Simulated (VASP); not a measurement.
Here is a VASP 6.6.1 calculation.

File INCAR:

```
SYSTEM = TaZn2B3
  ALGO = Normal
  EDIFF = 1E-7
  ENCUT = 520
  GGA = PE
  ISIF = 2
  ISMEAR = 0
  LASPH = .True.
  LCHARG = .False.
  LREAL = .False.
  LWAVE = .False.
  NBANDS = 31
  NELM = 80
  PREC = Accurate
  SIGMA = 0.1
```

KPOINTS

```
k-points
0
Gamma
  6 6 2
  0 0 0
```

File POSCAR:

```
TaZn2B3
1.0
    2.7916322900      0.0000000000      0.0000000000
    0.0000000000      2.7916322900      0.0000000000
    0.0000000000      0.0000000000      8.3461660600
Ta Zn B
1 2 3
Direct
    0.0000000000      0.0000000000      0.0000000000
    0.0000000000      0.0000000000      0.3342649900
    0.0000000000      0.0000000000      0.6657350100
    0.5000000000      0.5000000000      0.1837450000
    0.5000000000      0.5000000000      0.5000000000
    0.5000000000      0.5000000000      0.8162550000
```

Potentials or basis: VASP PAW PBE potentials, release 64 (Ta_pv, Zn, B).

The run is started by

```sh
$ cat potpaw_PBE.64/Ta_pv/POTCAR potpaw_PBE.64/Zn/POTCAR potpaw_PBE.64/B/POTCAR > POTCAR
$ mpirun -np 1 vasp_std > vasp.out
```

Problem. Predict the largest force.

Solution. 0.733 eV/Å.

Problem. Predict the pressure.

Solution. 4.1 GPa.

Problem. What does it give for the band gap on the k mesh?

Solution. Zero (bands 22 and 23 overlap by 2.48 eV).

Stress tensor (GPa, compression positive):
```
 7.39  0.00  0.00
 0.00  7.39  0.00
 0.00  0.00 -2.47
```

Caveat: the k points lie up to 0.38 Å⁻¹ apart, too coarse for converged energies and pressures of a metal; spin-orbit coupling is left out, which moves the levels of the heavy elements.
